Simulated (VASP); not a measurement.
## WC: single point with PBEsol

WC, a slab with vacuum:

```
W C
1.0
     5.79968    0.00000    0.00000
    -2.89984    5.02267    0.00000
     0.00000    0.00000   15.25629
W C
8 8
Direct
  0.00000 0.00000 0.06555
  0.98907 0.99673 0.26069
  0.00000 0.49999 0.06555
  0.01121 0.52793 0.25823
  0.49999 0.00000 0.06555
  0.53766 0.02499 0.25395
  0.49999 0.49999 0.06555
  0.52095 0.48132 0.24640
  0.34267 0.13555 0.14585
  0.33961 0.15319 0.31914
  0.34807 0.66548 0.15628
  0.35006 0.67621 0.33239
  0.85876 0.16515 0.16168
  0.86206 0.17152 0.34230
  0.84443 0.62664 0.15134
  0.81008 0.70118 0.32363
```

```
Program             : VASP 6.6.1
Task                : single point
Functional          : PBEsol
Potentials or basis : VASP PAW PBE potentials, release 64 (W_sv, C)
Cutoff              : 520 eV
k mesh              : 2 × 2 × 1
Occupations         : fermi-dirac, width 0.05 eV
Spin                : no spin polarisation
```

* Largest force: 6.928 eV/Å
* Band gap on the k mesh: zero (band 72 reaches 1.02 eV, above the bottom of band 73 at 0.49 eV)

Forces in eV/Å, atoms in the order of the input:
```
W    0.375 -0.244  1.410
W    3.320  5.100 -3.311
W    1.907 -1.136  0.555
W    3.587 -2.404  0.475
W    2.272 -1.043 -0.397
W   -0.361 -3.980  0.924
W    0.449 -0.387  0.035
W   -4.845  1.507  1.349
C   -1.777  2.039  0.931
C   -0.634  0.992  1.142
C   -0.509  0.069 -0.221
C   -0.104 -0.016 -2.154
C   -1.206  0.621 -2.317
C   -1.257  1.016 -1.640
C   -2.378  2.167 -0.285
C    1.161 -4.301  3.505
```

Levels at points of the mesh, in eV from the Fermi level:
| k point | band 68 | band 69 | band 70 | band 71 | band 72 | band 73 | band 74 | band 75 | band 76 | band 77 |
| --- | --- | --- | --- | --- | --- | --- | --- | --- | --- | --- |
| (0.00, 0.00, 0.00) | -1.03 | -0.12 | 0.06 | 0.13 | 0.20 | 0.29 | 0.86 | 1.11 | 1.27 | 1.46 |
| (0.50, 0.00, 0.00) | -1.39 | -1.25 | -0.91 | -0.75 | -0.58 | 0.06 | 0.09 | 0.80 | 1.10 | 1.24 |
| (0.00, 0.50, 0.00) | -1.33 | -1.24 | -1.02 | -0.74 | -0.37 | -0.32 | 0.13 | 0.84 | 0.97 | 1.21 |
| (0.50, 0.50, 0.00) | -1.32 | -1.22 | -1.04 | -0.64 | -0.51 | -0.15 | 0.03 | 0.76 | 0.92 | 0.98 |

It took 6.9 min on 1 thread of Intel(R) Xeon(R) Platinum 8375C CPU @ 2.90GHz (Ice Lake) (shared host), peak memory 0.6 GiB.

Caveat: the k points lie up to 0.63 Å⁻¹ apart; the PAW data sets were made with another functional, which shifts forces and pressure a little; spin-orbit coupling is left out, which moves the levels of the heavy elements.
